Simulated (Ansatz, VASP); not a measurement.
**Pd: VASP beside Ansatz**

```
Pd
1.0
     3.96219    0.00000    0.00000
     0.00000    3.96219    0.00000
    -1.98109    0.00000    1.82396
Pd
2
Direct
  0.00000 0.00000 0.00000
  0.50000 0.50000 0.00000
```

Change from the starting cell: band edges of the strained film's bulk.

Alike in both runs: task single point; functional LDA; k mesh 9 × 9 × 18; occupations gaussian, width 0.1 eV; no spin polarisation.

```csv
,VASP,Ansatz
version,VASP 6.6.1,Ansatz 0.2.0
potentials or method,"VASP PAW LDA potentials, release 64 (Pd), cutoff 520 eV","scalar-relativistic, plane waves, PAW"
valence electrons in the cell,20,36
```

Ansatz gave:

* gap on the k mesh at the Fermi level (eV): none
* pressure (GPa): -2.3
* traceless stress, the component that is largest in VASP (GPa): 2.31

Problem. Which values does VASP return?

Solution. gap on the k mesh at the Fermi level (eV): none; pressure (GPa): -2.0; traceless stress, the component that is largest in VASP (GPa): 2.30.

LDA's correlation is that of Perdew and Zunger in VASP and of Perdew and Wang (1992) in Ansatz. A gap of «none» marks a metal or a gap that the smearing closes. VASP's potentials hold 20 valence electrons a cell and Ansatz's 36, so a difference there can come from the potentials and not from the codes.
